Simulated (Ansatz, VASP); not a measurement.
# One calculation of Mg2PbN2, two programs

File INCAR:

```
PREC = Accurate
ENCUT = 520
EDIFF = 1E-6
ISMEAR = 0
SIGMA = 0.01
LREAL = False
LASPH = True
NELM = 80
ALGO = Normal
ISIF = 2
LWAVE = False
LCHARG = True
GGA = PE
LELF = True
LVHAR = True
NBANDS = 22
```

KPOINTS

```
regular mesh
0
Gamma
  3 3 2
```

The input POSCAR:

```
Mg2PbN2
1.0
    3.6268640000      0.0000000000      0.0000000000
   -1.8134320000      3.1409563601      0.0000000000
    0.0000000000      0.0000000000      6.5658920000
Mg Pb N
2 1 2
Direct
    0.6666666667      0.3333333333      0.1387760000
    0.3333333333      0.6666666667      0.8612240000
    0.0000000000      0.0000000000      0.5000000000
    0.6666666667      0.3333333333      0.7974550000
    0.3333333333      0.6666666667      0.2025450000
```

Input for Ansatz:

```yaml
crystal:
  lattice:
    a: 3.626864
    b: 3.626864
    c: 6.565892
    alpha: 90.0
    beta: 90.0
    gamma: 120.0
  space_group: 164
  atoms:
    - { symbol: Mg, position: [0.6666666666666666, 0.3333333333333333, 0.138776] }
    - { symbol: Pb, position: [0.0, 0.0, 0.5] }
    - { symbol: "N", position: [0.6666666666666666, 0.3333333333333333, 0.797455] }
basis:
  ecutwfc: 489.804952427784
kpoints:
  mp_grid:
    grid: [3, 3, 2]
hamiltonian:
  xc: pbe
scf:
  occupations:
    method: fixed
output:
  forces: true
  stress: true
```

Alike in both runs: task single point; functional PBE; k mesh 3 × 3 × 2; no spin polarisation.

```csv
,VASP,Ansatz
version,VASP 6.6.1,Ansatz 0.2.0
potentials or method,"VASP PAW PBE potentials, release 64 (Mg, Pb_d, N), cutoff 520 eV","plane waves, PAW"
occupations,"gaussian, width 0.01 eV",fixed
valence electrons in the cell,28,44
```

```tsv
	VASP	Ansatz	Ansatz less VASP
pressure (GPa)	-0.2	0.0	+0.23
traceless stress, the component that is largest in VASP (GPa)	-0.73	-0.74	-0.009
rms of the force components (eV/Å)	0.041	0.037	-0.0047
```

Atom by atom the forces differ by 0.006 eV/Å (rms over components). VASP's potentials hold 28 valence electrons a cell and Ansatz's 44, so a difference there can come from the potentials and not from the codes.

The k mesh is coarse, so the values compare programs but aren't converged. Neither program's run includes spin-orbit coupling.
